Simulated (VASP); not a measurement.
# Si3As (R-3m) in VASP: notebook, part 2 of 2

VASP 6.6.1. The steps go on from the part before.

## 3. Relaxation of cell and atoms, PBE

This run uses another cell than the first one, of 17.07 Å³/atom.

Contents of INCAR:

```
SYSTEM = Si3As
PREC = Accurate
ENCUT = 600
EDIFF = 1E-6
ISMEAR = 0
SIGMA = 0.1
LREAL = .FALSE.
LASPH = .TRUE.
NELM = 60
ALGO = Normal
ISIF = 3
LWAVE = .FALSE.
LCHARG = .FALSE.
GGA = PE
IBRION = 2
NSW = 90
EDIFFG = -0.04
```

Contents of KPOINTS:

```
Automatic mesh
0
G
  3 3 3
  0 0 0
```

Contents of POSCAR:

```
Si3As
1.0
    3.4752454787      2.0064339126      3.2639405137
   -3.4752454787      2.0064339126      3.2639405137
    0.0000000000     -4.0128678253      3.2639405137
Si As
6 2
Direct
    0.7970000000      0.2520000000      0.7970000000
    0.7970000000      0.7970000000      0.2520000000
    0.2520000000      0.7970000000      0.7970000000
    0.2030000000      0.7480000000      0.2030000000
    0.7480000000      0.2030000000      0.2030000000
    0.2030000000      0.2030000000      0.7480000000
    0.2690000000      0.2690000000      0.2690000000
    0.7310000000      0.7310000000      0.7310000000
```

Potentials or basis: VASP PAW PBE potentials, release 64 (Si, As).

Run with:

```sh
> cat potpaw_PBE.64/Si/POTCAR potpaw_PBE.64/As/POTCAR > POTCAR
> mpirun -np 1 vasp_std > vasp.out
```

OUTCAR:

```text
SYSTEM = Si3As
   PREC = Accurate
   ENCUT = 600
   EDIFF = 1E-6
   ISMEAR = 0
   LREAL = .FALSE.
   LASPH = .TRUE.
   NELM = 60
   ISIF = 3
   GGA = PE
   IBRION = 2
   NSW = 90
   EDIFFG = -0.04

 ion  position               nearest neighbor table
   1  0.797  0.252  0.797-   6 2.08   5 2.08   8 2.46   8 2.81   6 3.14   5 3.14
   2  0.797  0.797  0.252-   4 2.08   5 2.08   8 2.46   8 2.81   5 3.14   4 3.14
   3  0.252  0.797  0.797-   6 2.08   4 2.08   8 2.46   8 2.81   6 3.14   4 3.14
   4  0.203  0.748  0.203-   2 2.08   3 2.08   7 2.46   7 2.81   2 3.14   3 3.14
   5  0.748  0.203  0.203-   2 2.08   1 2.08   7 2.46   7 2.81   2 3.14   1 3.14
   6  0.203  0.203  0.748-   1 2.08   3 2.08   7 2.46   7 2.81   1 3.14   3 3.14
   7  0.269  0.269  0.269-   4 2.46   5 2.46   6 2.46   4 2.81   5 2.81   6 2.81
   8  0.731  0.731  0.731-   1 2.46   3 2.46   2 2.46   1 2.81   3 2.81   2 2.81

  LATTYP: Found a trigonal (rhomboedric) cell.
 ALAT       =     5.1726604238
 COS(alpha) =     0.0972384941

  Lattice vectors:

 A1 = (   3.4752454787,   2.0064339126,   3.2639405137)
 A2 = (  -3.4752454787,   2.0064339126,   3.2639405137)
 A3 = (   0.0000000000,  -4.0128678253,   3.2639405137)

Analysis of symmetry for initial positions (statically):
=====================================================================
 Subroutine PRICEL returns:
 Original cell was already a primitive cell.

 Routine SETGRP: Setting up the symmetry group for a
 trigonal (rhombohedral) supercell.

 Subroutine GETGRP returns: Found 12 space group operations
 (whereof 12 operations were pure point group operations)
 out of a pool of 12 trial point group operations.

The static configuration has the point symmetry D_3d.

[... 276 lines left out ...]

  energy  without entropy=      -38.7574827470  energy(sigma->0) =      -38.76691382

 E-fermi :   5.8621     XC(G=0):  -9.9195

 val. band max:        5.8169106508   @ k =   0.3333   0.3333   0.0000
 cond. band min:       5.9036795815   @ k =   0.0000   0.0000   0.0000
 fundamental gap:      0.0867689308
 Fermi energy:         5.8621093738

 k-point     1 :       0.0000    0.0000    0.0000
  band No.  band energies     occupation
      1      -6.9333      2.00000
      2      -4.9282      2.00000
      3      -2.4754      2.00000
      4      -2.4754      2.00000
      5      -1.8434      2.00000
      6      -0.2812      2.00000
[... 139 lines left out ...]
     21       8.5499      0.00000
     22       8.7946      0.00000

[... ionic steps 4 to 30 ...]

--------------------------------------- Ionic step       31  -------------------------------------------

 number of electron      34.0000000 magnetization

------------------------ aborting loop because EDIFF is reached ----------------------------------------
[... 79 lines left out ...]
--------------------------------------- Ionic step       33  -------------------------------------------

 number of electron      33.9999999 magnetization

 Free energy of the ion-electron system (eV)
  ---------------------------------------------------
  ext. energy  EPLUGINS =         0.00000000
  ---------------------------------------------------
  free energy    TOTEN  =       -40.01533227 eV

  energy without entropy =      -40.01134876  energy(sigma->0) =      -40.01334052

 E-fermi :   8.0075     XC(G=0): -10.6163

 val. band max:        7.8844698507   @ k =   0.3333   0.3333   0.3333
 cond. band min:       8.1490443335   @ k =  -0.3333   0.3333   0.0000
 fundamental gap:      0.2645744829
 Fermi energy:         8.0074505213

 k-point     1 :       0.0000    0.0000    0.0000
  band No.  band energies     occupation
      1      -6.2771      2.00000
      2      -3.7355      2.00000
      3      -0.7798      2.00000
      4      -0.7798      2.00000
      5       0.5089      2.00000
      6       1.0093      2.00000
[... 174 lines left out ...]
  FREE ENERGIE OF THE ION-ELECTRON SYSTEM (eV)
  ---------------------------------------------------
  free  energy   TOTEN  =       -40.0153322713 eV

  energy  without entropy=      -40.0113487642  energy(sigma->0) =      -40.01334052

 reached required accuracy - stopping structural energy minimisation
```

Run time: 7.1 min. Hardware: 1 thread of Intel Xeon Platinum 8559C (Emerald Rapids), shared host; peak memory 0.27 GiB.

What came out:

* Free energy: -40.0153 eV
* Relaxed volume: 16.94 Å³/atom
* Relaxed cell: a = 5.138 Å, b = 5.138 Å, c = 5.138 Å, α = 91.15°, β = 91.15°, γ = 91.15°
* Space group after relaxing (to 0.1 Å): R-3m (No. 166)
* Energy gained by relaxing: 519.5 meV/atom
* Ionic steps: 33
* Pressure after relaxing: -0.1 GPa
* Largest force after relaxing: 0.029 eV/Å
* Band gap on the k mesh: zero (bands 17 and 18 overlap by 0.85 eV)

Forces in eV/Å, atoms in the order of the input:
```
Si  -0.002  0.001  0.026
Si   0.000 -0.003  0.026
Si   0.002  0.001  0.026
Si   0.002 -0.001 -0.026
Si  -0.002 -0.001 -0.026
Si   0.000  0.003 -0.026
As   0.000  0.000 -0.029
As   0.000  0.000  0.029
```

The path:
| step | energy change (eV) | largest force (eV/Å) | pressure (GPa) | volume (Å³) |
| --- | --- | --- | --- | --- |
| 1 | 0.0000 | 5.0104 | 20.50 | 136.55 |
| 2 | -1.5228 | 0.5031 | -12.92 | 184.08 |
| 3 | -2.9169 | 0.7287 | -5.01 | 159.54 |
| 4 | -2.9214 | 0.7773 | -4.55 | 158.76 |
| 5 | -2.9220 | 0.8199 | -4.17 | 158.13 |
| 6 | -3.3701 | 0.6428 | -2.15 | 149.67 |
| 7 | -3.5064 | 1.2580 | 4.94 | 137.01 |
| 8 | -3.5642 | 0.8191 | 1.72 | 141.74 |
| 9 | -3.7344 | 0.8612 | -0.45 | 142.12 |
| 10 | -3.7913 | 0.8549 | -1.78 | 142.40 |
| 11 | -3.7705 | 0.6829 | -2.68 | 142.74 |
| 12 | -3.8065 | 0.8184 | -2.25 | 142.54 |
| 13 | -3.9673 | 0.6766 | -0.06 | 137.45 |
| 14 | -3.9936 | 0.6757 | 1.83 | 134.28 |
| 15 | -4.0903 | 0.1917 | 0.09 | 135.78 |
| 16 | -4.0924 | 0.1761 | -0.10 | 136.03 |
| 17 | -4.1044 | 0.0981 | 0.15 | 135.70 |
| 18 | -4.1090 | 0.0672 | 0.47 | 135.31 |
| 19 | -4.1118 | 0.0663 | -0.51 | 136.66 |
| 20 | -4.1119 | 0.0663 | -0.34 | 136.42 |
| 21 | -4.1159 | 0.0696 | -0.36 | 136.44 |
| 22 | -4.1249 | 0.0945 | -0.38 | 136.47 |
| 23 | -4.1217 | 0.1041 | -0.31 | 136.48 |
| 24 | -4.1271 | 0.1021 | -0.36 | 136.48 |
| 25 | -4.1289 | 0.1054 | 0.97 | 134.65 |
| 26 | -4.1300 | 0.1041 | 0.46 | 135.35 |
| 27 | -4.1341 | 0.0943 | 0.48 | 135.27 |
| 28 | -4.1451 | 0.0737 | 0.52 | 135.03 |
| 29 | -4.1424 | 0.1651 | 0.50 | 134.53 |
| 30 | -4.1497 | 0.1041 | 0.52 | 134.85 |
| 31 | -4.1515 | 0.0344 | -0.86 | 136.56 |
| 32 | -4.1533 | 0.0591 | -0.31 | 135.85 |
| 33 | -4.1559 | 0.0290 | -0.14 | 135.55 |

Final structure:
```
CELL_PARAMETERS angstrom
3.66941 2.11854 2.90614
-3.66941 2.11854 2.90614
0.00000 -4.23708 2.90614
ATOMIC_POSITIONS crystal
Si 0.75215 0.28208 0.75215
Si 0.75215 0.75215 0.28208
Si 0.28208 0.75215 0.75215
Si 0.24785 0.71792 0.24785
Si 0.71792 0.24785 0.24785
Si 0.24785 0.24785 0.71792
As 0.22270 0.22270 0.22270
As 0.77730 0.77730 0.77730
```

Caveat: the k points lie up to 0.41 Å⁻¹ apart in the final cell, too coarse for converged energies and pressures of a metal.

## 4. Single point, PBE

This run uses another cell than the first one, of 17.07 Å³/atom.

Contents of INCAR:

```
SYSTEM = Si3As
  PREC = Accurate
  ENCUT = 520
  EDIFF = 1E-7
  ISMEAR = 0
  SIGMA = 0.1
  LREAL = .False.
  LASPH = .True.
  NELM = 80
  ALGO = Normal
  ISIF = 2
  LWAVE = .False.
  LCHARG = .True.
  GGA = PE
  LELF = .True.
  LVHAR = .True.
  NBANDS = 27
```

Contents of KPOINTS:

```
Automatic mesh
0
Gamma
  6 6 6
  0 0 0
```

POSCAR is that of step 3.

Run with:

```sh
> cat potpaw_PBE.64/Si/POTCAR potpaw_PBE.64/As/POTCAR > POTCAR
> mpirun -np 1 vasp_std > vasp.out
```

Wall time 88 s (1 thread of Intel Xeon Platinum 8559C (Emerald Rapids), shared host); peak memory 0.28 GiB.

Results (log left out):

| Item | Value |
| --- | --- |
| Free energy | -35.8664 eV |
| Pressure | 20.2 GPa |
| Largest force | 5.008 eV/Å |
| Band gap on the k mesh | zero (bands 17 and 18 overlap by 1.27 eV) |

Forces in eV/Å, atoms in the order of the input:
```
Si  -3.166  1.828 -3.423
Si   0.000 -3.655 -3.423
Si   3.166  1.828 -3.423
Si   3.166 -1.828  3.423
Si  -3.166 -1.828  3.423
Si   0.000  3.655  3.423
As   0.000  0.000  0.523
As   0.000  0.000 -0.523
```

Stress tensor (GPa, compression positive):
```
24.93  0.00  0.00
 0.00 24.93  0.00
 0.00  0.00 10.76
```

Levels at points of the mesh, in eV from the Fermi level:
```tsv
k point	band 14	band 15	band 16	band 17	band 18	band 19	band 20	band 21
(0.00, 0.00, 0.00)	-2.33	-2.15	-2.15	-0.69	0.10	0.21	0.21	1.30
(0.50, 0.00, 0.00)	-2.63	-1.77	-1.14	-0.03	0.29	1.27	1.55	2.62
(0.50, 0.50, 0.00)	-0.82	-0.69	-0.63	0.12	0.50	1.43	1.63	2.98
(0.50, 0.50, 0.50)	-1.07	0.15	0.15	0.55	0.96	1.61	1.89	1.89
```

Caveat: the stress differs along the axes, from 11 to 25 GPa; forces of over 1 eV/Å act on the atoms, so gaps and moduli don't describe the material at rest.

## 5. Relaxation of cell and atoms, PBE

Contents of INCAR:

```
  PREC = Accurate
  ENCUT = 600
  EDIFF = 1E-7
  ISMEAR = 0
  SIGMA = 0.1
  LREAL = F
  LASPH = T
  NELM = 80
  ALGO = Normal
  ISIF = 3
  LWAVE = F
  LCHARG = F
  GGA = PE
  IBRION = 2
  NSW = 100
  EDIFFG = -0.01
```

Contents of KPOINTS:

```
regular mesh
0
Gamma
  6 6 6
```

Contents of POSCAR:

```
Si3As
1.0
    3.6573530316      2.1115737573      2.9167099305
   -3.6573530316      2.1115737573      2.9167099305
    0.0000000000     -4.2231475147      2.9167099305
Si As
6 2
Direct
    0.7528445915      0.2890093638      0.7528445915
    0.7528445915      0.7528445915      0.2890093638
    0.2890093638      0.7528445915      0.7528445915
    0.2471554085      0.7109906362      0.2471554085
    0.7109906362      0.2471554085      0.2471554085
    0.2471554085      0.2471554085      0.7109906362
    0.2182572165      0.2182572165      0.2182572165
    0.7817427835      0.7817427835      0.7817427835
```

Potentials or basis: VASP PAW PBE potentials, release 64 (Si, As).

Run with:

```sh
> cat potpaw_PBE.64/Si/POTCAR potpaw_PBE.64/As/POTCAR > POTCAR
> mpirun -np 1 vasp_std > vasp.out
```

OUTCAR:

```text
PREC = Accurate
   ENCUT = 600
   EDIFF = 1E-7
   ISMEAR = 0
   LREAL = F
   LASPH = T
   NELM = 80
   ISIF = 3
   GGA = PE
   IBRION = 2
   NSW = 100
   EDIFFG = -0.01

 ion  position               nearest neighbor table
   1  0.753  0.289  0.753-   8 2.53   6 2.56   5 2.56   6 2.61   5 2.61   8 2.62
   2  0.753  0.753  0.289-   8 2.53   5 2.56   4 2.56   5 2.61   4 2.61   8 2.62
   3  0.289  0.753  0.753-   8 2.53   6 2.56   4 2.56   6 2.61   4 2.61   8 2.62
   4  0.247  0.711  0.247-   7 2.53   2 2.56   3 2.56   2 2.61   3 2.61   7 2.62
   5  0.711  0.247  0.247-   7 2.53   2 2.56   1 2.56   2 2.61   1 2.61   7 2.62
   6  0.247  0.247  0.711-   7 2.53   3 2.56   1 2.56   3 2.61   1 2.61   7 2.62
   7  0.218  0.218  0.218-   4 2.53   5 2.53   6 2.53   4 2.62   5 2.62   6 2.62
   8  0.782  0.782  0.782-   1 2.53   3 2.53   2 2.53   1 2.62   3 2.62   2 2.62

  LATTYP: Found a trigonal (rhomboedric) cell.
 ALAT       =     5.1324625424
 COS(alpha) =    -0.0155754298

[... 413 lines left out ...]

  energy without entropy =      -39.67793727  energy(sigma->0) =      -39.68402516

 E-fermi :   7.5314     XC(G=0): -10.5664

 val. band max:        7.5212577767   @ k =   0.5000   0.5000   0.1667
 cond. band min:       7.5503497731   @ k =   0.5000   0.5000   0.1667
 fundamental gap:      0.0290919964
 Fermi energy:         7.5314294247

 k-point     1 :       0.0000    0.0000    0.0000
  band No.  band energies     occupation
      1      -6.3297      2.00000
      2      -3.8807      2.00000
      3      -0.8878      2.00000
      4      -0.8878      2.00000
      5       0.8822      2.00000
      6       0.9314      2.00000
[... 589 lines left out ...]
     21      10.0400      0.00000
     22      10.0817      0.00000

 [... further k-points ...]

------------------------ aborting loop because EDIFF is reached ----------------------------------------

  FORCE on cell =-STRESS in cart. coord.  units (eV):
  Direction    XX          YY          ZZ          XY          YZ          ZX
  --------------------------------------------------------------------------------------
  -------------------------------------------------------------------------------------
  Total       -0.0433823     -0.0433823      0.0319549      0.0000000     -0.0000000      0.0000000
  in kB       -0.5082050     -0.5082050      0.3743383      0.0000000     -0.0000000      0.0000000
  external PRESSURE =      -0.2140239 kB  Pullay stress =       0.0000000 kB
[... 23 lines left out ...]
  FREE ENERGIE OF THE ION-ELECTRON SYSTEM (eV)
  ---------------------------------------------------
  free  energy   TOTEN  =       -39.6901130541 eV

  energy  without entropy=      -39.6779372700  energy(sigma->0) =      -39.68402516

 reached required accuracy - stopping structural energy minimisation
```

OSZICAR:

```text
N       E                     dE             d eps       ncg     rms          rms(c)
DAV:   1     0.105409058784E+03    0.10541E+03   -0.15023E+04  1408   0.147E+03
DAV:   2    -0.303273384138E+02   -0.13574E+03   -0.13061E+03  1730   0.192E+02
DAV:   3    -0.394636322845E+02   -0.91363E+01   -0.87255E+01  1828   0.439E+01
[... 180 lines left out ...]
  21 F= -.39690111E+02 E0= -.39684024E+02  d E =-.189584E-03
       N       E                     dE             d eps       ncg     rms          rms(c)
DAV:   1    -0.396901125113E+02   -0.18137E-05   -0.13506E-04  1588   0.563E-02    0.564E-03
DAV:   2    -0.396901130378E+02   -0.52645E-06   -0.91324E-06  1668   0.159E-02    0.340E-03
DAV:   3    -0.396901130541E+02   -0.16326E-07   -0.56432E-07  1666   0.367E-03
  22 F= -.39690113E+02 E0= -.39684025E+02  d E =-.191967E-03
```

CONTCAR:

```text
Si3As
   1.00000000000000
     3.6471926250943749    2.1057076438682212    2.9680837161076066
    -3.6471926250943749    2.1057076438682212    2.9680837161076066
     0.0000000000000001   -4.2114152878379540    2.9680837161088958
  Si              As
     6     2
Direct
     0.7503425702436913    0.2544996466184420    0.7503425702436921
     0.7503425702436960    0.7503425702436960    0.2544996466184432
     0.2544996466184420    0.7503425702436914    0.7503425702436921
     0.2496574297563087    0.7455003533815580    0.2496574297563080
     0.7455003533815580    0.2496574297563087    0.2496574297563080
     0.2496574297563040    0.2496574297563040    0.7455003533815565
     0.2466869383654504    0.2466869383654504    0.2466869383654520
     0.7533130616345495    0.7533130616345495    0.7533130616345480

  0.00000000E+00  0.00000000E+00  0.00000000E+00
  0.00000000E+00  0.00000000E+00  0.00000000E+00
  0.00000000E+00  0.00000000E+00  0.00000000E+00
  0.00000000E+00  0.00000000E+00  0.00000000E+00
  0.00000000E+00  0.00000000E+00  0.00000000E+00
  0.00000000E+00  0.00000000E+00  0.00000000E+00
  0.00000000E+00  0.00000000E+00  0.00000000E+00
  0.00000000E+00  0.00000000E+00  0.00000000E+00
```

It took 15 min on 1 thread of Intel Xeon Platinum 8559C (Emerald Rapids), shared host; peak memory 0.32 GiB.

What came out:

```yaml
Free_energy: -39.6901 eV
Relaxed_volume: 17.10 Å³/atom
Relaxed_cell: a = 5.152 Å, b = 5.152 Å, c = 5.152 Å, α = 90.13°, β = 90.13°, γ = 90.13°
Space_group_after_relaxing_to_0.1_Å: R-3m (No. 166)
Energy_gained_by_relaxing: 9.0 meV/atom
Ionic_steps: 22
Pressure_after_relaxing: 0.0 GPa
Largest_force_after_relaxing: 0.010 eV/Å
Band_gap_on_the_k_mesh: zero (bands 17 and 18 overlap by 1.99 eV)
```

Forces in eV/Å, atoms in the order of the input:
```
Si   0.000  0.000 -0.005
Si   0.000  0.000 -0.005
Si   0.000  0.000 -0.005
Si   0.000  0.000  0.005
Si   0.000  0.000  0.005
Si   0.000  0.000  0.005
As   0.000  0.000  0.010
As   0.000  0.000 -0.010
```

Step by step:
| step | energy change (eV) | largest force (eV/Å) | pressure (GPa) | volume (Å³) |
| --- | --- | --- | --- | --- |
| 1 | 0.0000 | 0.2126 | 0.56 | 135.15 |
| 2 | -0.0088 | 0.1820 | -0.20 | 136.30 |
| 3 | -0.0104 | 0.1617 | -0.71 | 137.11 |
| 4 | -0.0168 | 0.1005 | -0.40 | 136.74 |
| 5 | -0.0210 | 0.1269 | 0.09 | 136.19 |
| 6 | -0.0258 | 0.1141 | 0.10 | 136.19 |
| 7 | -0.0372 | 0.0772 | 0.12 | 136.19 |
| 8 | -0.0488 | 0.1068 | 0.20 | 136.18 |
| 9 | -0.0501 | 0.1358 | 0.25 | 136.17 |
| 10 | -0.0557 | 0.1182 | -0.08 | 136.69 |
| 11 | -0.0615 | 0.0669 | -1.04 | 138.20 |
| 12 | -0.0641 | 0.0512 | -0.91 | 138.02 |
| 13 | -0.0693 | 0.0163 | -0.52 | 137.48 |
| 14 | -0.0695 | 0.0699 | 0.24 | 136.40 |
| 15 | -0.0709 | 0.0368 | -0.10 | 136.89 |
| 16 | -0.0709 | 0.0338 | -0.13 | 136.94 |
| 17 | -0.0713 | 0.0264 | -0.05 | 136.82 |
| 18 | -0.0715 | 0.0156 | 0.08 | 136.63 |
| 19 | -0.0715 | 0.0117 | 0.13 | 136.56 |
| 20 | -0.0717 | 0.0062 | 0.05 | 136.67 |
| 21 | -0.0717 | 0.0116 | -0.03 | 136.79 |
| 22 | -0.0717 | 0.0098 | -0.02 | 136.77 |

Final structure:
```yaml
crystal:
  lattice:
    - [3.64719, 2.10571, 2.96808]
    - [-3.64719, 2.10571, 2.96808]
    - [0.00000, -4.21142, 2.96808]
  atoms:
    - { symbol: Si, position: [0.75034, 0.25450, 0.75034] }
    - { symbol: Si, position: [0.75034, 0.75034, 0.25450] }
    - { symbol: Si, position: [0.25450, 0.75034, 0.75034] }
    - { symbol: Si, position: [0.24966, 0.74550, 0.24966] }
    - { symbol: Si, position: [0.74550, 0.24966, 0.24966] }
    - { symbol: Si, position: [0.24966, 0.24966, 0.74550] }
    - { symbol: As, position: [0.24669, 0.24669, 0.24669] }
    - { symbol: As, position: [0.75331, 0.75331, 0.75331] }
```

Levels at points of the mesh, in eV from the Fermi level:
```tsv
k point	band 14	band 15	band 16	band 17	band 18	band 19	band 20	band 21
(0.00, 0.00, 0.00)	-2.77	-2.74	-2.74	-0.08	-0.08	-0.03	1.46	1.86
(0.50, 0.00, 0.00)	-2.03	-2.00	-2.00	-1.14	-1.13	2.16	2.18	2.96
(0.50, 0.50, 0.00)	-0.96	-0.14	-0.11	0.58	0.60	0.81	0.84	2.26
(0.50, 0.50, 0.50)	-0.05	0.82	0.86	0.86	0.94	0.94	1.10	1.10
```

## 6. The runs side by side

| task | cell | k mesh | cutoff (eV) | gap on the mesh (eV) | pressure (GPa) | relaxed volume (Å³/atom) | largest force (eV/Å) |
| --- | --- | --- | --- | --- | --- | --- | --- |
| single point | a = 5.132 Å, angles 90.9°, 8 atoms, atomic positions A | 3 × 3 × 3 | 520 | none | 0.0 | - | 0.02 |
| relaxation of cell and atoms | relaxed from a = 5.173 Å, angles 84.4°, 8 atoms, atomic positions B | 3 × 3 × 3 | 600 | none | -0.1 | 16.94 | 0.03 |
| single point | a = 5.173 Å, angles 84.4°, 8 atoms, atomic positions B | 6 × 6 × 6 | 520 | none | 20.2 | - | 5.01 |
| relaxation of cell and atoms | relaxed from a = 5.132 Å, angles 90.9°, 8 atoms, atomic positions A | 6 × 6 × 6 | 600 | none | 0.0 | 17.10 | 0.01 |

Alike in all rows: level PBE; potentials or basis VASP PAW PBE potentials, release 64 (Si, As); no spin polarisation; smearing gaussian 0.1 eV.

Caveats: some runs use coarse meshes; the stress differs along the axes, from 11 to 25 GPa (at least some runs); forces of over 1 eV/Å act on the atoms, so gaps and moduli don't describe the material at rest (at least some runs).

Absolute energies hang on the potentials; compare differences alone.

The gap in the log of VASP goes by the Fermi energy; the results here count the filled bands.